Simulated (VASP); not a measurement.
## BaRe3Pb: single point with r2SCAN

Crystal: BaRe3Pb.

```
Re Ba Pb
1.0
     0.04391    4.56070    4.58753
     0.04391   -4.56070    4.58753
     4.55658    0.00000   -4.58753
Re Ba Pb
6 2 2
Direct
  0.72350 0.27650 0.00000
  0.27650 0.72350 0.00000
  0.19260 0.19260 0.44760
  0.80740 0.80740 0.55240
  0.28500 0.71500 0.50000
  0.71500 0.28500 0.50000
  0.25320 0.25320 0.00420
  0.74680 0.74680 0.99580
  0.50000 0.00000 0.50000
  0.00000 0.50000 0.50000
```

| Property | Result |
| --- | --- |
| Program | VASP 6.6.1 |
| Task | single point |
| Functional | r2SCAN |
| Potentials or basis | VASP PAW PBE potentials, release 64 (Re, Ba_sv, Pb_d) |
| Cutoff | 520 eV |
| k mesh | 4 × 4 × 4 |
| Occupations | methfessel-paxton, width 0.0343 eV |
| Spin | no spin polarisation |
| Dipole correction | no |
| Further INCAR settings | ALGO = Normal; EDIFF = 1e-07; NBANDS = 56 |

```yaml
Pressure: 58.7 GPa
Largest_force: 1.121 eV/Å
Band_gap_on_the_k_mesh: zero (band 45 reaches 7.69 eV, above the bottom of band 46 at 6.71 eV)
```

Forces on the atoms (eV/Å):
```
Re   0.000 -0.484  0.000
Re   0.000  0.484  0.000
Re  -0.608  0.000 -0.903
Re   0.608  0.000  0.903
Re   0.000  1.121  0.000
Re   0.000 -1.121  0.000
Ba  -0.530  0.000 -0.322
Ba   0.530  0.000  0.322
Pb   0.000  0.000  0.000
Pb   0.000  0.000  0.000
```

Stress tensor (GPa, compression positive):
```
61.39  0.00  0.90
 0.00 56.22  0.00
 0.90  0.00 58.51
```

Levels at points of the mesh, in eV from the Fermi level:
```
           k point  band 42  band 43  band 44  band 45  band 46  band 47  band 48  band 49
(0.00, 0.00, 0.00)    -0.52    -0.01     0.65     0.71     0.84     1.27     1.33     1.47
(0.50, 0.00, 0.00)    -0.50    -0.41    -0.35    -0.20     0.00     0.00     0.22     0.31
(0.50, 0.50, 0.00)    -0.54    -0.46    -0.02     0.01     0.14     0.15     0.30     0.40
(0.00, 0.00, 0.50)    -0.63    -0.33    -0.30    -0.12     0.01     0.15     0.20     0.21
(0.50, 0.00, 0.50)    -0.60    -0.47    -0.43    -0.30    -0.27    -0.01     0.00     0.17
(0.50, 0.50, 0.50)    -0.51    -0.38    -0.30    -0.15     0.09     0.16     0.28     0.40
```

It took 31 min on 1 thread of AMD EPYC 7R13 Processor (Zen 3) (shared host), peak memory 0.47 GiB.

Caveat: the PAW data sets were made with another functional, which shifts forces and pressure a little; spin-orbit coupling is left out, which moves the levels of the heavy elements.
